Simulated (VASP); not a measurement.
# Si8C6N (a cell with a defect): single point with PBEsol

The system is Si8C6N (a cell with a defect).

```
Si C N
1.0
    -3.07600   -5.32779    0.00000
     4.61400   -2.66389    0.00000
     0.00000    0.00000    5.04800
Si C N
8 6 1
Direct
  0.50079 0.32370 0.00349
  0.49757 0.65878 0.50272
  0.25194 0.83402 0.99606
  0.25580 0.15456 0.50076
  0.00058 0.33471 0.00398
  0.99330 0.67020 0.49911
  0.74987 0.82279 0.99905
  0.75372 0.15590 0.50360
  0.49626 0.33547 0.38898
  0.50178 0.67636 0.89693
  0.25084 0.16514 0.88590
  0.00325 0.34177 0.38319
  0.00166 0.66360 0.89098
  0.75120 0.17063 0.87484
  0.25202 0.84007 0.38305
```

```json
{"Program": "VASP 6.6.1", "Task": "single point", "Functional": "PBEsol", "Potentials or basis": "VASP PAW PBE potentials, release 64 (Si, C, N)", "Cutoff": "520 eV", "k mesh": "2 × 3 × 3", "Occupations": "gaussian, width 0.02 eV", "Spin": "no spin polarisation"}
```

```
Largest force : 2.508 eV/Å
```

Forces in eV/Å, atoms in the order of the input:
```
Si   1.052 -0.463  0.453
Si   0.956 -0.841  0.953
Si   0.357  0.350  0.832
Si   2.148 -0.163  1.008
Si  -0.670  0.127  0.272
Si   0.544 -0.426  0.822
Si   1.130 -1.531  0.260
Si   0.617 -0.457 -0.415
C   -1.677  0.336 -1.187
C   -1.219  1.816 -1.226
C   -0.142  0.351 -0.761
C   -1.410  0.662 -0.461
C    0.137 -0.700 -0.870
C   -1.047  0.380  0.976
N   -0.775  0.558 -0.655
```

Levels at points of the mesh, in eV from the Fermi level:
```csv
k point,band 26,band 27,band 28,band 29,band 30,band 31,band 32,band 33,band 34,band 35
"(0.00, 0.00, 0.00)",-3.17,-2.99,-2.29,-2.02,0.00,0.42,0.64,1.34,1.90,2.08
"(0.50, 0.00, 0.00)",-3.50,-3.21,-2.66,-2.54,-1.39,0.40,0.54,1.32,1.56,3.94
```

Run time: 44 s on 1 thread of Intel(R) Xeon(R) 6975P-C (Granite Rapids) (shared host), peak memory 0.28 GiB.

Caveat: the k points lie up to 0.51 Å⁻¹ apart; the cell carries a net charge on a neutralising background, which shifts energy and pressure; the cell is charged against a uniform background, so pressure and absolute levels hang on convention; the PAW data sets were made with another functional, which shifts forces and pressure a little.
